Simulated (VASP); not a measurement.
# Si2Ni in VASP: single point with PBE

Aim: the single point of Si2Ni with PBE.

Everything below comes from runs of VASP 6.6.1. Logs are shortened: lines on timing, memory, paths and dates and some standing lists are left out, and cuts for length are marked.

### 1 The cell of the first run

The cell holds a slab with vacuum, 6 atoms: a = 3.868 Å, b = 3.868 Å, c = 28.142 Å, α = 90.00°, β = 90.00°, γ = 120.00°.

### 2 Single point, PBE

The input, INCAR:

```
PREC = Accurate
ENCUT = 520
EDIFF = 1E-6
ISMEAR = 0
SIGMA = 0.1
LREAL = F
LASPH = T
NELM = 60
ALGO = Normal
ISIF = 2
LWAVE = F
LCHARG = F
LDIPOL = T
IDIPOL = 3
DIPOL = 0.5 0.5 0.657
GGA = PE
NBANDS = 27
```

The input, KPOINTS:

```
regular mesh
0
Gamma
  9 9 1
```

The input, POSCAR:

```
Si2Ni
1.0
    3.8677060746      0.0000000000      0.0000000000
   -1.9338530373      3.3495317150      0.0000000000
    0.0000000000      0.0000000000     28.1417730749
Si Ni
4 2
Direct
    0.7784442238      0.2215557762      0.5782764769
    0.1099833101      0.8900166899      0.6294396937
    0.4522543586      0.5477456414      0.6866531555
    0.7852608992      0.2147391008      0.7363615720
    0.4444386055      0.5555613945      0.6004192229
    0.1189018234      0.8810981766      0.7111484173
```

Potentials or basis: VASP PAW PBE potentials, release 64 (Si, Ni).

The run is started by

```sh
> cat potpaw_PBE.64/Si/POTCAR potpaw_PBE.64/Ni/POTCAR > POTCAR
> mpirun -np 1 vasp_std > vasp.out
```

OUTCAR:

```text
PREC = Accurate
   ENCUT = 520
   EDIFF = 1E-6
   ISMEAR = 0
   LREAL = F
   LASPH = T
   NELM = 60
   ISIF = 2
   GGA = PE

 ion  position               nearest neighbor table
   1  0.778  0.222  0.578-   5 2.32   5 2.32   5 2.32   2 2.65   2 2.66   2 2.66
   2  0.110  0.890  0.629-   6 2.30   5 2.37   5 2.37   5 2.38   1 2.65   1 2.66   1 2.66   3 2.73
                             3 2.73   3 2.80
   3  0.452  0.548  0.687-   6 2.34   6 2.34   6 2.34   5 2.43   4 2.63   4 2.64   4 2.64   2 2.73
                             2 2.73   2 2.80
   4  0.785  0.215  0.736-   6 2.34   6 2.34   6 2.35   3 2.63   3 2.64   3 2.64
   5  0.444  0.556  0.600-   1 2.32   1 2.32   1 2.32   2 2.37   2 2.37   2 2.38   3 2.43
   6  0.119  0.881  0.711-   2 2.30   3 2.34   3 2.34   3 2.34   4 2.34   4 2.34   4 2.35

  LATTYP: Found a hexagonal cell.
 ALAT       =     3.8677060746
 C/A-ratio  =     7.2760888579

  Lattice vectors:

 A1 = (   3.8677060746,   0.0000000000,   0.0000000000)
 A2 = (  -1.9338530373,   3.3495317150,   0.0000000000)
 A3 = (   0.0000000000,   0.0000000000,  28.1417730749)

Analysis of symmetry for initial positions (statically):
=====================================================================
 Subroutine PRICEL returns:
 Original cell was already a primitive cell.

 Routine SETGRP: Setting up the symmetry group for a
 hexagonal supercell.

 Subroutine GETGRP returns: Found  2 space group operations
 (whereof  2 operations were pure point group operations)
 out of a pool of 24 trial point group operations.

The static configuration has the point symmetry C_1h.

Analysis of symmetry for dynamics (positions and initial velocities):
=====================================================================
 Subroutine PRICEL returns:
 Original cell was already a primitive cell.

 Routine SETGRP: Setting up the symmetry group for a
 hexagonal supercell.

 Subroutine GETGRP returns: Found  2 space group operations
 (whereof  2 operations were pure point group operations)
 out of a pool of 24 trial point group operations.

The dynamic configuration has the point symmetry C_1h.

 Subroutine INISYM returns: Found  2 space group operations
 (whereof  2 operations are pure point group operations),
 and found     1 'primitive' translations

----------------------------------------------------------------------------------------

                                     Primitive cell

  volume of cell :     364.5768

  direct lattice vectors                    reciprocal lattice vectors
     3.867706075  0.000000000  0.000000000     0.258551188  0.149274598  0.000000000
    -1.933853037  3.349531715  0.000000000     0.000000000  0.298549196  0.000000000
     0.000000000  0.000000000 28.141773075     0.000000000  0.000000000  0.035534364
[... 107 lines left out ...]
   EFERMI_NEDOS =   21; number of points for ismear=-14 and -15
   IALGO  =     38    algorithm
   IMIX   =      4    mixing-type and parameters
     AMIX     =   0.40;   BMIX     =  1.00
     AMIX_MAG =   1.60;   BMIX_MAG =  1.00
  volume/ion in A,a.u.               =      60.76       410.05
  Fermi-wavevector in a.u.,A,eV,Ry     =   0.756681  1.429919  7.790229  0.572566
  Thomas-Fermi vector in A             =   1.854856
   LORBIT       =      0    0 simple, 1 ext, 2 COOP (PROOUT), +10 PAW based schemes
   GGA     = PE    functional components
   LHFCALC =     F    Hartree Fock is set to
   AEXX    =    0.0000 exact exchange contribution
   IVDW    =     0    specifies the selected vdW correction
   LEPSILON=     F    determine dielectric tensor
   LRPA    =     F    only Hartree local field effects (RPA)
 non-spin polarized calculation
 Gauss-broadening in eV      SIGMA  =   0.10
  energy-cutoff  :      520.00
  volume of cell :      364.58
 maximum number of plane-waves:      9861
 NGX is ok and might be reduce to    30
   NGX = 15   NGY = 15   NGZ =105

 dipolmoment           0.000000      0.000000      0.026456 electrons x Angstroem

 number of electron      36.0000002 magnetization

 dipolmoment           0.000000      0.000000     -0.005352 electrons x Angstroem

 Free energy of the ion-electron system (eV)
  ---------------------------------------------------
  ext. energy  EPLUGINS =         0.00000000
  ---------------------------------------------------
  free energy    TOTEN  =       -33.01645467 eV

  energy without entropy =      -32.99708640  energy(sigma->0) =      -33.00677053

 E-fermi :  -1.3720     XC(G=0):  -3.1880

 val. band max:       -1.3760894288   @ k =   0.3333   0.2222   0.0000
 cond. band min:      -1.2830050821   @ k =   0.4444   0.4444   0.0000
 fundamental gap:      0.0930843467
 Fermi energy:        -1.3720173664

 k-point     1 :       0.0000    0.0000    0.0000
  band No.  band energies     occupation
      1     -14.1947      2.00000
      2     -12.3063      2.00000
      3      -8.7321      2.00000
      4      -6.0447      2.00000
      5      -6.0037      2.00000
      6      -5.7773      2.00000
[... 709 lines left out ...]
     26       4.5443      0.00000
     27       4.7125      0.00000

 [... further k-points ...]

------------------------ aborting loop because EDIFF is reached ----------------------------------------

 vacuum level on the upper side and lower side of the slab       (xc-potential included)        -0.046         0.028

  FORCE on cell =-STRESS in cart. coord.  units (eV):
  Direction    XX          YY          ZZ          XY          YZ          ZX
  --------------------------------------------------------------------------------------
  -------------------------------------------------------------------------------------
  Total       -2.6757162     -2.5907953     -0.6287614      0.0735436     -0.0007352      0.0012735
  in kB      -11.7587623    -11.3855671     -2.7631691      0.3231965     -0.0032311      0.0055966
  external PRESSURE =      -8.6358328 kB  Pullay stress =       0.0000000 kB

 VOLUME and BASIS-vectors are now :
 -----------------------------------------------------------------------------
  energy-cutoff  :      520.00
  volume of cell :      364.58
      direct lattice vectors                 reciprocal lattice vectors
     3.867706075  0.000000000  0.000000000     0.258551188  0.149274598  0.000000000
    -1.933853037  3.349531715  0.000000000     0.000000000  0.298549196  0.000000000
     0.000000000  0.000000000 28.141773075     0.000000000  0.000000000  0.035534364

 POSITION                                       TOTAL-FORCE (eV/Angst)
 -----------------------------------------------------------------------------------
      2.58234      0.74211     16.27373        -0.028315      0.016348      0.022430
     -1.29578      2.98114     17.71355         0.083274     -0.048078     -0.672668
      0.68993      1.83469     19.32364        -0.038192      0.022050     -0.112465
      2.62188      0.71928     20.72252        -0.002733      0.001578     -0.064915
      0.64458      1.86087     16.89686        -0.020016      0.011556      0.678944
     -1.24404      2.95127     20.01298         0.005983     -0.003454      0.148674
 -----------------------------------------------------------------------------------
    total drift:                               -0.000192      0.000111     -0.000982

  FREE ENERGIE OF THE ION-ELECTRON SYSTEM (eV)
  ---------------------------------------------------
  free  energy   TOTEN  =       -33.0164546666 eV

  energy  without entropy=      -32.9970863980  energy(sigma->0) =      -33.00677053

 vacuum level on the upper side and lower side of the slab         3.140         3.216
```

Wall time 4.2 min (1 thread of AMD EPYC 9R45 (Zen 5), shared host); peak memory 0.52 GiB.

Results:

| Property | Result |
| --- | --- |
| Free energy | -33.0165 eV |
| Largest force | 0.680 eV/Å |
| Band gap on the k mesh | zero (band 18 reaches -0.15 eV, above the bottom of band 19 at -1.90 eV) |

Forces on the atoms (eV/Å):
```
Si  -0.028  0.016  0.022
Si   0.083 -0.048 -0.673
Si  -0.038  0.022 -0.112
Si  -0.003  0.002 -0.065
Ni  -0.020  0.012  0.679
Ni   0.006 -0.003  0.149
```

Levels at points of the mesh, in eV from the Fermi level:
| k point | band 14 | band 15 | band 16 | band 17 | band 18 | band 19 | band 20 | band 21 | band 22 | band 23 |
| --- | --- | --- | --- | --- | --- | --- | --- | --- | --- | --- |
| (0.00, 0.00, 0.00) | -2.06 | -0.12 | -0.01 | 1.15 | 1.22 | 1.53 | 1.56 | 1.90 | 2.37 | 2.38 |

Spin polarisation is off, so any magnetic state and its effect on volume and gap are missing.
